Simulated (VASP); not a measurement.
# Ir (P6_3/mmc) in VASP: a series of runs

Runs on Ir. Level: RPBE. Tasks: single point.

All numbers are computed with VASP 6.6.1; they aren't measurements. Logs are shortened: lines on timing, memory, paths and dates and some standing lists are left out, and cuts for length are marked.

## (1) The cell of the first run

It takes space group P6_3/mmc (No. 194, hexagonal). The conventional cell has a = 2.750 Å, b = 2.750 Å, c = 8.985 Å, α = 90.00°, β = 90.00°, γ = 120.00°. Within 3.6 Å of Ir (site symmetry -3m) lie 12 Ir at 2.75 Å. Within 3.6 Å of Ir (site symmetry -6m2) lie 12 Ir at 2.75 Å.

## (2) Single point, RPBE

INCAR reads:

```
SYSTEM = Ir
PREC = Accurate
ENCUT = 520
EDIFF = 1E-6
ISMEAR = -1
SIGMA = 0.1
LREAL = .False.
LASPH = .True.
NELM = 100
ALGO = Normal
ISIF = 2
LWAVE = .False.
LCHARG = .False.
GGA = RP
NBANDS = 26
```

KPOINTS reads:

```
Automatic mesh
0
Gamma
  13 13 4
  0 0 0
```

POSCAR reads:

```
Ir
1.0
    2.7504968556      0.0000000000      0.0000000000
   -1.3752484278      2.3820001499      0.0000000000
    0.0000000000      0.0000000000      8.9853741662
Ir
4
Direct
    1.0000000000      1.0000000000      1.0000000000
    1.0000000000      1.0000000000      0.5000000000
    0.3333333333      0.6666666667      0.2500000000
    0.6666666667      0.3333333333      0.7500000000
```

Potentials or basis: VASP PAW PBE potentials, release 64 (Ir).

On the command line:

```bash
$ cat potpaw_PBE.64/Ir/POTCAR > POTCAR
$ mpirun -np 1 vasp_std > vasp.out
```

OUTCAR:

```text
SYSTEM = Ir
   PREC = Accurate
   ENCUT = 520
   EDIFF = 1E-6
   ISMEAR = -1
   LREAL = .False.
   LASPH = .True.
   NELM = 100
   ISIF = 2
   GGA = RP

 ion  position               nearest neighbor table
   1  0.000  0.000  0.000-   3 2.75   4 2.75   3 2.75   4 2.75   4 2.75   3 2.75
   2  0.000  0.000  0.500-   3 2.75   4 2.75   3 2.75   4 2.75   4 2.75   3 2.75
   3  0.333  0.667  0.250-   1 2.75   2 2.75   1 2.75   2 2.75   1 2.75   2 2.75
   4  0.667  0.333  0.750-   1 2.75   2 2.75   1 2.75   2 2.75   1 2.75   2 2.75

  LATTYP: Found a hexagonal cell.
 ALAT       =     2.7504968556
 C/A-ratio  =     3.2668185560

  Lattice vectors:

 A1 = (   2.7504968556,   0.0000000000,   0.0000000000)
 A2 = (  -1.3752484278,   2.3820001499,   0.0000000000)
 A3 = (   0.0000000000,   0.0000000000,   8.9853741662)

Analysis of symmetry for initial positions (statically):
=====================================================================
 Subroutine PRICEL returns:
 Original cell was already a primitive cell.

 Routine SETGRP: Setting up the symmetry group for a
 hexagonal supercell.

 Subroutine GETGRP returns: Found 24 space group operations
 (whereof 12 operations were pure point group operations)
 out of a pool of 24 trial point group operations.

The static configuration has the point symmetry D_3d.
 The point group associated with its full space group is D_6h.

Analysis of symmetry for dynamics (positions and initial velocities):
=====================================================================
 Subroutine PRICEL returns:
 Original cell was already a primitive cell.

 Routine SETGRP: Setting up the symmetry group for a
 hexagonal supercell.

 Subroutine GETGRP returns: Found 24 space group operations
 (whereof 12 operations were pure point group operations)
 out of a pool of 24 trial point group operations.

The dynamic configuration has the point symmetry D_3d.
 The point group associated with its full space group is D_6h.

 Subroutine INISYM returns: Found 24 space group operations
 (whereof 12 operations are pure point group operations),
 and found     1 'primitive' translations

----------------------------------------------------------------------------------------

                                     Primitive cell

  volume of cell :      58.8693

  direct lattice vectors                    reciprocal lattice vectors
     2.750496856  0.000000000  0.000000000     0.363570676  0.209907627  0.000000000
    -1.375248428  2.382000150  0.000000000     0.000000000  0.419815255  0.000000000
     0.000000000  0.000000000  8.985374166     0.000000000  0.000000000  0.111291971

  length of vectors
     2.750496856  2.750496856  8.985374166     0.419815255  0.419815255  0.111291971

  position of ions in fractional coordinates (direct lattice)
     0.000000000  0.000000000  0.000000000
     0.000000000  0.000000000  0.500000000
     0.333333333  0.666666667  0.250000000
     0.666666667  0.333333333  0.750000000

  ion indices of the primitive-cell ions
   primitive index   ion index
                 1           1
                 2           2
                 3           3
                 4           4

----------------------------------------------------------------------------------------

 KPOINTS: Automatic mesh

Automatic generation of k-mesh.
 Grid dimensions read from file:
 generate k-points for:   13   13    4

 Generating k-lattice:

  Cartesian coordinates                     Fractional coordinates (reciprocal lattice)
     0.027966975  0.016146741  0.000000000     0.076923077 -0.000000000  0.000000000
     0.000000000  0.032293481  0.000000000     0.000000000  0.076923077  0.000000000
     0.000000000  0.000000000  0.027822993     0.000000000  0.000000000  0.250000000

  Length of vectors
     0.032293481  0.032293481  0.027822993

  Shift w.r.t. Gamma in fractional coordinates (k-lattice)
     0.000000000  0.000000000  0.000000000

 Subroutine IBZKPT returns following result:
 ===========================================

 Found     63 irreducible k-points:

 Following reciprocal coordinates:
            Coordinates               Weight
  0.000000  0.000000  0.000000      1.000000
  0.076923 -0.000000  0.000000      6.000000
  0.153846  0.000000  0.000000      6.000000
  0.230769  0.000000  0.000000      6.000000
  0.307692  0.000000  0.000000      6.000000
  0.384615  0.000000  0.000000      6.000000
[... 16 lines left out ...]
  0.076923 -0.000000  0.250000     12.000000
  0.153846  0.000000  0.250000     12.000000
 [... further k-points ...]
   k-points           NKPTS =     63   k-points in BZ     NKDIM =     63   number of bands    NBANDS=     26
   number of dos      NEDOS =    301   number of ions     NIONS =      4
   total plane-waves  NPLWV =  28000
   dimension x,y,z NGX =    20 NGY =   20 NGZ =   70
   dimension x,y,z NGXF=    40 NGYF=   40 NGZF=  140
   ions per type =               4
   NGX,Y,Z   is equivalent  to a cutoff of  12.09, 12.09, 12.95 a.u.
   NGXF,Y,Z  is equivalent  to a cutoff of  24.18, 24.18, 25.90 a.u.
 SYSTEM =  Ir
   PREC   = accura    normal or accurate (medium, high low for compatibility)
   ISTART =      0    job   : 0-new  1-cont  2-samecut
   ICHARG =      2    charge: 1-file 2-atom 10-const
   ISPIN  =      1    spin polarized calculation?
   LNONCOLLINEAR =      F non collinear calculations
   LSORBIT =      F    spin-orbit coupling
   LASPH  =      T    aspherical Exc in radial PAW
   ENCUT  =  520.0 eV  38.22 Ry    6.18 a.u.   5.11  5.11 16.71*2*pi/ulx,y,z
   NELM   =    100;   NELMIN=  2; NELMDL= -5     # of ELM steps
   EDIFF  = 0.1E-05   stopping-criterion for ELM
   LREAL  =      F    real-space projection
   EDIFFG = 0.1E-04   stopping-criterion for IOM
   NSW    =      0    number of steps for IOM
   IBRION =     -1    ionic relax: 0-MD 1-quasi-New 2-CG
   NFREE  =      0    steps in history (QN), initial steepest desc. (CG)
   ISIF   =      2    stress and relaxation
   ISYM   =      2    0-nonsym 1-usesym 2-fastsym
   POTIM  = 0.5000    time-step for ionic-motion
   TEBEG  =    0.0;   TEEND  =   0.0 temperature during run
   PSTRESS=    0.0 pullay stress
   NELECT =      36.0000    total number of electrons
   NUPDOWN=      -1.0000    fix difference up-down
   EMIN   =  10.00;   EMAX   =-10.00  energy-range for DOS
   EFERMI =   0.00;   METHOD = LEGACY
   ISMEAR =    -1;   SIGMA  =   0.10  broadening in eV -4-tet -1-fermi 0-gaus
   EFERMI_NEDOS =   21; number of points for ismear=-14 and -15
   IALGO  =     38    algorithm
   IMIX   =      4    mixing-type and parameters
     AMIX     =   0.40;   BMIX     =  1.00
     AMIX_MAG =   1.60;   BMIX_MAG =  1.00
  volume/ion in A,a.u.               =      14.72        99.32
  Fermi-wavevector in a.u.,A,eV,Ry     =   1.389566  2.625900 26.271417  1.930895
  Thomas-Fermi vector in A             =   2.513585
   LORBIT       =      0    0 simple, 1 ext, 2 COOP (PROOUT), +10 PAW based schemes
   GGA     = RP    functional components
   LHFCALC =     F    Hartree Fock is set to
   AEXX    =    0.0000 exact exchange contribution
   IVDW    =     0    specifies the selected vdW correction
   LEPSILON=     F    determine dielectric tensor
   LRPA    =     F    only Hartree local field effects (RPA)
 non-spin polarized calculation
  energy-cutoff  :      520.00
  volume of cell :       58.87
 maximum number of plane-waves:      1609
   NGX = 11   NGY = 11   NGZ = 33

 number of electron      36.0000001 magnetization

 Free energy of the ion-electron system (eV)
  ---------------------------------------------------
  ext. energy  EPLUGINS =         0.00000000
  ---------------------------------------------------
  free energy    TOTEN  =       -32.69413470 eV

  energy without entropy =      -32.54804195  energy(sigma->0) =      -32.62108832

 E-fermi :   9.8438     XC(G=0): -13.7124

 val. band max:        9.8360299178   @ k =   0.3846   0.1538   0.0000
 cond. band min:       9.8595147576   @ k =   0.3846   0.2308   0.2500
 fundamental gap:      0.0234848398
 Fermi energy:         9.8437650930

 k-point     1 :       0.0000    0.0000    0.0000
  band No.  band energies     occupation
      1      -0.8667      2.00000
      2       1.2618      2.00000
      3       1.2870      2.00000
      4       2.1303      2.00000
      5       5.6754      2.00000
      6       5.7138      2.00000
[... 18 lines left out ...]
     25      16.6321      0.00000
     26      22.7605      0.00000

 k-point     2 :       0.0769   -0.0000    0.0000
  band No.  band energies     occupation
      1      -0.6430      2.00000
      2       1.4730      2.00000
      3       1.4979      2.00000
      4       2.3339      2.00000
      5       5.4023      2.00000
      6       5.5712      2.00000
[... 18 lines left out ...]
     25      16.5652      0.00000
     26      23.0631      0.00000

 k-point     3 :       0.1538    0.0000    0.0000
  band No.  band energies     occupation
      1      -0.0061      2.00000
      2       2.0282      2.00000
      3       2.0523      2.00000
      4       2.8697      2.00000
      5       4.9174      2.00000
      6       5.2324      2.00000
[... 18 lines left out ...]
     25      16.3865      0.00000
     26      23.6460      0.00000

 k-point     4 :       0.2308    0.0000    0.0000
  band No.  band energies     occupation
      1       0.9218      2.00000
      2       2.6061      2.00000
      3       2.6264      2.00000
      4       3.4129      2.00000
      5       4.5576      2.00000
      6       4.8234      2.00000
[... 18 lines left out ...]
     25      16.1866      0.00000
     26      22.8716      0.00000
[... 496 lines left out ...]
      1      -0.7002      2.00000
      2       0.4929      2.00000
      3       1.8522      2.00000
      4       2.1328      2.00000
      5       5.6732      2.00000
      6       6.0670      2.00000
[... 18 lines left out ...]
     25      17.4883      0.00000
     26      21.6604      0.00000

 k-point    23 :       0.0769   -0.0000    0.2500
  band No.  band energies     occupation
      1      -0.4792      2.00000
      2       0.7011      2.00000
      3       2.0714      2.00000
      4       2.3399      2.00000
      5       5.5287      2.00000
      6       5.7405      2.00000
[... 18 lines left out ...]
     25      17.4728      0.00000
     26      21.7375      0.00000

 k-point    24 :       0.1538    0.0000    0.2500
  band No.  band energies     occupation
      1       0.1467      2.00000
      2       1.2643      2.00000
      3       2.6487      2.00000
      4       2.8869      2.00000
      5       5.0769      2.00000
      6       5.2338      2.00000
[... 18 lines left out ...]
     25      17.4716      0.00000
     26      21.8732      0.00000

 [... further k-points ...]
[... 5 lines left out ...]
  --------------------------------------------------------------------------------------
  -------------------------------------------------------------------------------------
  Total        0.1234444      0.1234444      0.1300064     -0.0000000      0.0000000     -0.0000000
  in kB        3.3596415      3.3596415      3.5382323     -0.0000000      0.0000000     -0.0000000
  external PRESSURE =       3.4191718 kB  Pullay stress =       0.0000000 kB

 VOLUME and BASIS-vectors are now :
 -----------------------------------------------------------------------------
  energy-cutoff  :      520.00
  volume of cell :       58.87
      direct lattice vectors                 reciprocal lattice vectors
     2.750496856  0.000000000  0.000000000     0.363570676  0.209907627  0.000000000
    -1.375248428  2.382000150  0.000000000     0.000000000  0.419815255  0.000000000
     0.000000000  0.000000000  8.985374166     0.000000000  0.000000000  0.111291971

 POSITION                                       TOTAL-FORCE (eV/Angst)
 -----------------------------------------------------------------------------------
      0.00000      0.00000      0.00000         0.000000      0.000000      0.000000
      0.00000      0.00000      4.49269         0.000000      0.000000      0.000000
     -0.00000      1.58800      2.24634        -0.000000      0.000000      0.000000
      1.37525      0.79400      6.73903        -0.000000     -0.000000     -0.000000
 -----------------------------------------------------------------------------------
    total drift:                                0.000000     -0.000000      0.000000

  FREE ENERGIE OF THE ION-ELECTRON SYSTEM (eV)
  ---------------------------------------------------
  free  energy   TOTEN  =       -32.6941346984 eV

  energy  without entropy=      -32.5480419488  energy(sigma->0) =      -32.62108832
```

It took 79 s on 1 thread of Intel Xeon 6975P-C, shared host; peak memory 0.22 GiB.

Results:

| Property | Result |
| --- | --- |
| Free energy | -32.6941 eV |
| Pressure | 0.3 GPa |
| Band gap on the k mesh | zero (band 18 reaches 10.73 eV, above the bottom of band 19 at 8.37 eV) |

Caveat: the PAW data sets were made with another functional, which shifts forces and pressure a little; spin-orbit coupling is left out, which moves the levels of the heavy elements.

## (3) Single point, RPBE (volume scaled by 0.88)

INCAR reads:

```
SYSTEM = Ir
PREC = Accurate ; ENCUT = 520
EDIFF = 1E-6 ; ISMEAR = -1
SIGMA = 0.1 ; LREAL = .False.
LASPH = .True. ; NELM = 80
ALGO = Normal ; ISIF = 2
LWAVE = .False. ; LCHARG = .True.
GGA = RP ; LELF = .True.
LVHAR = .True. ; NBANDS = 26
```

KPOINTS reads:

```
regular mesh
0
Gamma
  15 15 4
  0 0 0
```

POSCAR reads:

```
Ir
1.0
    2.6357570501      0.0000000000      0.0000000000
   -1.3178785251      2.2826325636      0.0000000000
    0.0000000000      0.0000000000      8.6105400406
Ir
4
Direct
    1.0000000000      1.0000000000      1.0000000000
    1.0000000000      1.0000000000      0.5000000000
    0.3333333333      0.6666666667      0.2500000000
    0.6666666667      0.3333333333      0.7500000000
```

Potentials or basis: VASP PAW PBE potentials, release 64 (Ir).

On the command line:

```bash
$ cat potpaw_PBE.64/Ir/POTCAR > POTCAR
$ mpirun -np 1 vasp_std > vasp.out
```

Wall time 76 s (1 thread of Intel Xeon 6975P-C, shared host); peak memory 0.22 GiB.

The run converged. Its results:

| Item | Value |
| --- | --- |
| Free energy | -31.5518 eV |
| Pressure | 59.1 GPa |
| Band gap on the k mesh | zero (band 18 reaches 13.28 eV, above the bottom of band 19 at 10.34 eV) |

Stress tensor (GPa, compression positive):
```
58.91  0.00  0.00
 0.00 58.91  0.00
 0.00  0.00 59.37
```

Levels at points of the mesh, in eV from the Fermi level:
```csv
k point,band 14,band 15,band 16,band 17,band 18,band 19,band 20,band 21,band 22,band 23
"(0.00, 0.00, 0.00)",-3.81,-3.81,-2.06,-2.06,-1.20,-1.20,-1.01,-0.38,-0.38,0.81
"(0.00, 0.00, 0.50)",-4.13,-3.04,-3.04,-1.59,-1.59,-1.59,-1.59,0.25,0.25,0.25
```

Caveat: the PAW data sets were made with another functional, which shifts forces and pressure a little; spin-orbit coupling is left out, which moves the levels of the heavy elements.

(Continued in part 2 of 2.)
